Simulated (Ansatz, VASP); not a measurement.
**Two plane-wave programs on PbS**

File INCAR:

```
  ALGO = Normal
  EDIFF = 1E-6
  ENCUT = 520
  GGA = PE
  ISIF = 2
  ISMEAR = 0
  IVDW = 12
  LASPH = T
  LCHARG = F
  LREAL = F
  LWAVE = F
  NBANDS = 17
  NELM = 100
  PREC = Accurate
  SIGMA = 0.02
```

KPOINTS

```
k-points
0
Gamma
  10 10 10
```

File POSCAR:

```
PbS
1.0
    0.0000000000      2.8760772276      2.8760772276
    2.8760772276      0.0000000000      2.8760772276
    2.8760772276      2.8760772276      0.0000000000
Pb S
1 1
Direct
    0.0000000000      0.0000000000      0.0000000000
    0.5000000000      0.5000000000      0.5000000000
```

Input for Ansatz:

```yaml
crystal:
  lattice:
    - [0.0, 2.8760772276, 2.8760772276]
    - [2.8760772276, 0.0, 2.8760772276]
    - [2.8760772276, 2.8760772276, 0.0]
  atoms:
    - { symbol: Pb, position: [0.0, 0.0, 0.0] }
    - { symbol: S, position: [0.5, 0.5, 0.5] }
basis:
  ecutwfc: 420
kpoints:
  mp_grid: { grid: [10, 10, 10] }
hamiltonian:
  xc: pbe
  dispersion: d3bj
scf:
  occupations: { method: gaussian, width: 0.02 }
output:
  forces: true
  stress: true
  eigenvalues: true
```

Alike in both runs: task single point; functional PBE; dispersion D3(BJ); k mesh 10 × 10 × 10; occupations gaussian, width 0.02 eV; no spin polarisation.

```csv
,VASP,Ansatz
version,VASP 6.6.1,Ansatz 0.2.0
potentials or method,"VASP PAW PBE potentials, release 64 (Pb_d, S), cutoff 520 eV","scalar-relativistic, plane waves, PAW"
valence electrons in the cell,20,20
```

|  | VASP | Ansatz | Ansatz less VASP |
| --- | --- | --- | --- |
| gap on the k mesh at the Fermi level (eV) | 0.02 | 0.03 | +0.008 |
| least direct gap on the mesh (eV) | 0.02 | 0.03 | +0.008 |
| pressure (GPa) | 6.4 | 6.5 | +0.08 |

Neither program's run includes spin-orbit coupling.
